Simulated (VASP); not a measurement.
# O (R-3m) in VASP: notebook, part 2 of 3

VASP 6.6.1.

## (3) Electric field gradients, PBEsol (zz strain of -1 %)

Contents of INCAR:

```
SYSTEM = O
PREC     = Accurate       ! precision mode
ENCUT    = 520            ! plane-wave cutoff, eV
EDIFF    = 1E-8           ! SCF threshold, eV
ISMEAR   = -1             ! smearing method
SIGMA    = 0.02           ! smearing width, eV
LREAL    = .False.        ! projectors in reciprocal space
LASPH    = .True.         ! aspherical terms in the spheres
NELM     = 80             ! most SCF steps
ALGO     = Normal         ! electronic algorithm
ISIF     = 2              ! what is computed and relaxed
LWAVE    = .False.        ! write WAVECAR
LCHARG   = .False.        ! write CHGCAR
GGA      = PS             ! functional
LEFG     = .True.       
NBANDS   = 13             ! bands
```

Contents of KPOINTS:

```
regular mesh
0
Gamma
  10 10 10
  0 0 0
```

Contents of POSCAR:

```
O
1.0
    1.4233490221      0.8217709410      3.3742170000
   -1.4233490221      0.8217709410      3.3742170000
    0.0000000000     -1.6435418821      3.3742170000
O
2
Direct
    0.0577000000      0.0577000000      0.0577000000
    0.9423000000      0.9423000000      0.9423000000
```

Potentials or basis: VASP PAW PBE potentials, release 64 (O).

Run with:

```sh
$ cat potpaw_PBE.64/O/POTCAR > POTCAR
$ mpirun -np 1 vasp_std > vasp.out
```

OUTCAR:

```text
SYSTEM = O
   PREC = Accurate
   ENCUT = 520
   EDIFF = 1E-8
   ISMEAR = -1
   LREAL = .False.
   LASPH = .True.
   NELM = 80
   ISIF = 2
   GGA = PS

 ion  position               nearest neighbor table
   1  0.058  0.058  0.058-   2 1.17
   2  0.942  0.942  0.942-   1 1.17

  LATTYP: Found a trigonal (rhomboedric) cell.
 ALAT       =     3.7532079987
 COS(alpha) =     0.7123611499

  Lattice vectors:

 A1 = (   1.4233490221,   0.8217709410,   3.3742170000)
 A2 = (  -1.4233490221,   0.8217709410,   3.3742170000)
 A3 = (   0.0000000000,  -1.6435418821,   3.3742170000)

Analysis of symmetry for initial positions (statically):
=====================================================================
 Subroutine PRICEL returns:
 Original cell was already a primitive cell.

 Routine SETGRP: Setting up the symmetry group for a
 trigonal (rhombohedral) supercell.

 Subroutine GETGRP returns: Found 12 space group operations
 (whereof 12 operations were pure point group operations)
 out of a pool of 12 trial point group operations.

The static configuration has the point symmetry D_3d.

Analysis of symmetry for dynamics (positions and initial velocities):
=====================================================================
 Subroutine PRICEL returns:
 Original cell was already a primitive cell.

 Routine SETGRP: Setting up the symmetry group for a
 trigonal (rhombohedral) supercell.

 Subroutine GETGRP returns: Found 12 space group operations
 (whereof 12 operations were pure point group operations)
 out of a pool of 12 trial point group operations.

The dynamic configuration has the point symmetry D_3d.

 Subroutine INISYM returns: Found 12 space group operations
[... 164 lines left out ...]
     12      21.5461      0.00000
     13      21.5461      0.00000
[... 354 lines left out ...]
  band No.  band energies     occupation
      1     -27.7001      2.00000
      2     -13.3824      2.00000
      3      -8.2304      2.00000
      4      -6.9640      2.00000
      5      -6.8703      2.00000
      6      -0.3850      2.00000
      7       1.0544      0.00000
      8      10.5098      0.00000
      9      12.6627      0.00000
     10      15.1658      0.00000
     11      15.7868      0.00000
     12      19.7535      0.00000
     13      22.3686      0.00000

 [... further k-points ...]
[... 5 lines left out ...]
  --------------------------------------------------------------------------------------
  -------------------------------------------------------------------------------------
  Total       -1.3142819     -1.3142819      6.8010366      0.0000000     -0.0000000      0.0000000
  in kB      -88.9227022    -88.9227022    460.1498104      0.0000000     -0.0000000      0.0000000
  external PRESSURE =      94.1014687 kB  Pullay stress =       0.0000000 kB

 VOLUME and BASIS-vectors are now :
 -----------------------------------------------------------------------------
  energy-cutoff  :      520.00
  volume of cell :       23.68
      direct lattice vectors                 reciprocal lattice vectors
     1.423349022  0.821770941  3.374217000     0.351284184  0.202814018  0.098788351
    -1.423349022  0.821770941  3.374217000    -0.351284184  0.202814018  0.098788351
     0.000000000 -1.643541882  3.374217000     0.000000000 -0.405628037  0.098788351

 POSITION                                       TOTAL-FORCE (eV/Angst)
 -----------------------------------------------------------------------------------
      0.00000     -0.00000      0.58408         0.000000     -0.000000      5.203725
      0.00000     -0.00000      9.53857         0.000000      0.000000     -5.203725
 -----------------------------------------------------------------------------------
    total drift:                                0.000000     -0.000000      0.000000

  FREE ENERGIE OF THE ION-ELECTRON SYSTEM (eV)
  ---------------------------------------------------
  free  energy   TOTEN  =        -9.7724833449 eV

  energy  without entropy=       -9.7708966032  energy(sigma->0) =       -9.77168997

 Electric field gradients (V/A^2)
---------------------------------------------------------------------
 ion       V_xx      V_yy      V_zz      V_xy      V_xz      V_yz
---------------------------------------------------------------------
   1     -56.255   -56.255   112.509    -0.000     0.000     0.000
   2     -56.255   -56.255   112.509    -0.000    -0.000     0.000
---------------------------------------------------------------------

 Electric field gradients after diagonalization (V/A^2)
 (convention: |V_zz| > |V_xx| > |V_yy|)
----------------------------------------------------------------------
 ion       V_xx      V_yy      V_zz     asymmetry (V_yy - V_xx)/ V_zz
----------------------------------------------------------------------
   1     -56.255   -56.255   112.509       0.000
   2     -56.255   -56.255   112.509       0.000
----------------------------------------------------------------------

           NMR quadrupolar parameters

 Cq : quadrupolar parameter    Cq=e*Q*V_zz/h
 eta: asymmetry parameters     (V_yy - V_xx)/ V_zz
 Q  : nuclear electric quadrupole moment in mb (millibarn)
----------------------------------------------------------------------
 ion       Cq(MHz)       eta       Q (mb)
----------------------------------------------------------------------
   1       0.272       0.000       1.000
   2       0.272       0.000       1.000
----------------------------------------------------------------------
```

OSZICAR:

```text
N       E                     dE             d eps       ncg     rms          rms(c)
DAV:   1     0.370622178994E+02    0.37062E+02   -0.64285E+03  3056   0.854E+02
DAV:   2    -0.873714739282E+01   -0.45799E+02   -0.44173E+02  3820   0.182E+02
DAV:   3    -0.100932497742E+02   -0.13561E+01   -0.13379E+01  3449   0.286E+01
DAV:   4    -0.100969649675E+02   -0.37152E-02   -0.37151E-02  3481   0.182E+00
DAV:   5    -0.100969787046E+02   -0.13737E-04   -0.13737E-04  3406   0.104E-01    0.450E+00
DAV:   6    -0.982921569061E+01    0.26776E+00   -0.21773E-01  3371   0.434E+00    0.237E+00
DAV:   7    -0.977005656023E+01    0.59159E-01   -0.20352E-01  3561   0.404E+00    0.452E-01
DAV:   8    -0.977248487132E+01   -0.24283E-02   -0.15001E-02  3056   0.103E+00    0.566E-02
DAV:   9    -0.977247396751E+01    0.10904E-04   -0.20704E-04  3541   0.130E-01    0.237E-02
DAV:  10    -0.977248237175E+01   -0.84042E-05   -0.21232E-05  3081   0.439E-02    0.676E-03
DAV:  11    -0.977248366772E+01   -0.12960E-05   -0.37518E-06  3296   0.180E-02    0.523E-03
DAV:  12    -0.977248329576E+01    0.37196E-06   -0.64799E-07  3286   0.757E-03    0.192E-03
DAV:  13    -0.977248333495E+01   -0.39194E-07   -0.13059E-07  3096   0.326E-03    0.203E-04
DAV:  14    -0.977248334489E+01   -0.99390E-08   -0.55190E-09  2025   0.643E-04
   1 F= -.97724833E+01 E0= -.97716900E+01  d E =-.158674E-02
```

stdout:

```text
POSCAR found type information on POSCAR O
 POSCAR found :  1 types and       2 ions
 scaLAPACK will be used
 -----------------------------------------------------------------------------
|                                                                             |
|                                                                             |
|     You enforced a specific xc type in the INCAR file but a different       |
|     I HOPE YOU KNOW WHAT YOU ARE DOING!                                     |
|                                                                             |
 -----------------------------------------------------------------------------

 LDA part: xc-table for (Slater+PW92), standard interpolation
 POSCAR, INCAR and KPOINTS ok, starting setup
 FFT: planning ... GRIDC
 FFT: planning ... GRID_SOFT
 FFT: planning ... GRID
 WAVECAR not read
 entering main loop
ion   1

ion   2
```

Run time: 34 s. Hardware: 1 thread of AMD EPYC 9R14 (Zen 4), shared host; peak memory 0.13 GiB.

Results:

```yaml
Free_energy: -9.7725 eV
Pressure: 9.4 GPa
Largest_force: 5.204 eV/Å
Band_gap_on_the_k_mesh: zero (band 6 reaches 1.38 eV, above the bottom of band 7 at 0.06 eV)
```

Forces in eV/Å, atoms in the order of the input:
```
O    0.000  0.000  5.204
O    0.000  0.000 -5.204
```

Electric field gradients, principal values (V/Å²):
```csv
atom,least,middle,greatest (by size)
1 O,-56.255,-56.255,112.509
2 O,-56.255,-56.255,112.509
```

Caveat: the cell differs from its parent crystal (zz strain of -1 %); the standard files for N, O and F lose accuracy on very short bonds; spin is off for a triplet molecule; without QUAD_EFG the Cq values of the log hold for a quadrupole moment of 1 mb, not for the nuclei; the PAW data sets were made with another functional, which shifts forces and pressure a little.

## (4) Electric field gradients, PBEsol

This run uses another cell than the first one, of 11.96 Å³/atom, 1.020 times its volume.

Contents of INCAR:

```
SYSTEM = O
  PREC = Accurate
  ENCUT = 520
  EDIFF = 1E-8
  ISMEAR = -1
  SIGMA = 0.02
  LREAL = .False.
  LASPH = .True.
  NELM = 80
  ALGO = Normal
  ISIF = 2
  LWAVE = .False.
  LCHARG = .False.
  GGA = PS
  LEFG = .True.
  NBANDS = 13
```

KPOINTS is that of step 3.

Contents of POSCAR:

```
O
1.0
    1.4233490221      0.8217709410      3.4083000000
   -1.4233490221      0.8217709410      3.4083000000
    0.0000000000     -1.6435418821      3.4083000000
O
2
Direct
    0.0577000000      0.0577000000      0.0577000000
    0.9423000000      0.9423000000      0.9423000000
```

Potentials or basis: VASP PAW PBE potentials, release 64 (O).

Run with:

```sh
$ cat potpaw_PBE.64/O/POTCAR > POTCAR
$ mpirun -np 1 vasp_std > vasp.out
```

OUTCAR:

```text
SYSTEM = O
   PREC = Accurate
   ENCUT = 520
   EDIFF = 1E-8
   ISMEAR = -1
   LREAL = .False.
   LASPH = .True.
   NELM = 80
   ISIF = 2
   GGA = PS

 ion  position               nearest neighbor table
   1  0.058  0.058  0.058-   2 1.18
   2  0.942  0.942  0.942-   1 1.18

  LATTYP: Found a trigonal (rhomboedric) cell.
 ALAT       =     3.7838788046
 COS(alpha) =     0.7170052526

  Lattice vectors:

 A1 = (   1.4233490221,   0.8217709410,   3.4083000000)
 A2 = (  -1.4233490221,   0.8217709410,   3.4083000000)
[... 596 lines left out ...]
  free  energy   TOTEN  =        -9.8340757593 eV

  energy  without entropy=       -9.8323236388  energy(sigma->0) =       -9.83319970

 Electric field gradients (V/A^2)
---------------------------------------------------------------------
 ion       V_xx      V_yy      V_zz      V_xy      V_xz      V_yz
---------------------------------------------------------------------
   1     -57.992   -57.992   115.984    -0.000     0.000     0.000
   2     -57.992   -57.992   115.984    -0.000    -0.000     0.000
---------------------------------------------------------------------

 Electric field gradients after diagonalization (V/A^2)
 (convention: |V_zz| > |V_xx| > |V_yy|)
----------------------------------------------------------------------
 ion       V_xx      V_yy      V_zz     asymmetry (V_yy - V_xx)/ V_zz
----------------------------------------------------------------------
   1     -57.992   -57.992   115.984       0.000
   2     -57.992   -57.992   115.984       0.000
----------------------------------------------------------------------

           NMR quadrupolar parameters

 Cq : quadrupolar parameter    Cq=e*Q*V_zz/h
 eta: asymmetry parameters     (V_yy - V_xx)/ V_zz
 Q  : nuclear electric quadrupole moment in mb (millibarn)
----------------------------------------------------------------------
 ion       Cq(MHz)       eta       Q (mb)
----------------------------------------------------------------------
   1       0.280       0.000       1.000
   2       0.280       0.000       1.000
----------------------------------------------------------------------
```

Wall time 33 s (1 thread of AMD EPYC 9R14 (Zen 4), shared host); peak memory 0.13 GiB.

What came out:

| Quantity | Value |
| --- | --- |
| Free energy | -9.8341 eV |
| Pressure | 5.9 GPa |
| Largest force | 3.936 eV/Å |
| Band gap on the k mesh | zero (band 6 reaches 1.21 eV, above the bottom of band 7 at -0.11 eV) |

Forces in eV/Å, atoms in the order of the input:
```
O    0.000  0.000  3.936
O    0.000  0.000 -3.936
```

Electric field gradients, principal values (V/Å²):
```csv
atom,least,middle,greatest (by size)
1 O,-57.992,-57.992,115.984
2 O,-57.992,-57.992,115.984
```

Caveat: the standard files for N, O and F lose accuracy on very short bonds; spin is off for a triplet molecule; without QUAD_EFG the Cq values of the log hold for a quadrupole moment of 1 mb, not for the nuclei; the PAW data sets were made with another functional, which shifts forces and pressure a little.

(Part 2 of 3 ends here.)
